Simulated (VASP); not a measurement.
A run of VASP 6.6.1 is set up as follows.

INCAR

```
PREC = Accurate
ENCUT = 520
EDIFF = 1E-6
ISMEAR = 0
SIGMA = 0.15
LREAL = F
LASPH = T
NELM = 60
ALGO = Fast
ISIF = 2
LWAVE = F
LCHARG = F
GGA = CA
NBANDS = 16
```

File KPOINTS:

```
regular mesh
0
Gamma
  16 16 12
```

Contents of POSCAR:

```
Ir
1.0
    0.0000000000     -1.9054060557     -1.9054060557
    0.0000000000      1.9054060557     -1.9054060557
    3.8108121114      0.0000000000      0.0000000000
Ir
2
Direct
    0.5000000000      0.5000000000      0.4831531972
    0.0000000000      0.0000000000      0.0168468028
```

Potentials or basis: VASP PAW LDA potentials, release 64 (Ir).

Command:

```console
$ cat potpaw_LDA.64/Ir/POTCAR > POTCAR
$ mpirun -np 1 vasp_std > vasp.out
```

Task: Estimate the largest force.

Result: 1.851 eV/Å.

Task: Predict the band gap on the k mesh.

Result: Zero (bands 9 and 10 overlap by 3.04 eV).

Stress tensor (GPa, compression positive):
```
6.91 0.00 0.00
0.00 5.98 0.00
0.00 0.00 5.98
```

Caveat: the cell differs from its parent crystal (atoms displaced along a vibrational mode); the cell stands under pressure; spin-orbit coupling is left out, which moves the levels of the heavy elements; forces of over 1 eV/Å act on the atoms, so gaps and moduli don't describe the material at rest.
